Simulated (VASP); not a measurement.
Wanted: the native input for a VASP 6.6.1 run.

* Task: single point
* Functional: PBE
* Potentials or basis: VASP PAW PBE potentials, release 64 (Li_sv, F)
* Cutoff: 520 eV
* k mesh: 10 × 10 × 10
* Occupations: gaussian, width 0.05 eV
* Spin: no spin polarisation
* Dipole correction: no
* Further INCAR settings: ALGO = Normal; EDIFF = 1e-07; NBANDS = 12

The structure of LiF lies in POSCAR:

```
LiF
1.0
    0.0000000000      2.0140000000      2.0140000000
    2.0140000000      0.0000000000      2.0140000000
    2.0140000000      2.0140000000      0.0000000000
Li F
1 1
Direct
   -0.0219434825      0.0000000000      0.0000000000
    0.5000000000      0.5000000000      0.5000000000
```

This cell differs from its parent crystal: all Li atoms moved +0.062 Å, as atom 1 towards its neighbour atom 1 (Li) at 2.848 Å.

One way to write it, as run:

INCAR

```
ALGO = Normal ; EDIFF = 1E-7
ENCUT = 520 ; GGA = PE
ISIF = 2 ; ISMEAR = 0
LASPH = T ; LCHARG = F
LREAL = F ; LWAVE = F
NBANDS = 12 ; NELM = 60
PREC = Accurate ; SIGMA = 0.05
```

KPOINTS

```
k-points
0
Gamma
  10 10 10
```

Potentials or basis: VASP PAW PBE potentials, release 64 (Li_sv, F).

The run is started by

```sh
$ cat potpaw_PBE.64/Li_sv/POTCAR potpaw_PBE.64/F/POTCAR > POTCAR
$ mpirun -np 1 vasp_std > vasp.out
```

It gave:

The largest force is 0.105 eV/Å and the band gap on the k mesh is 9.08 eV, direct.

Caveat: the cell differs from its parent crystal (all Li atoms moved +0.062 Å, as atom 1 towards its neighbour atom 1 (Li) at 2.848 Å).

Run time: 10 s on 1 thread of Intel(R) Xeon(R) 6975P-C (Granite Rapids) (shared host), peak memory 0.15 GiB.
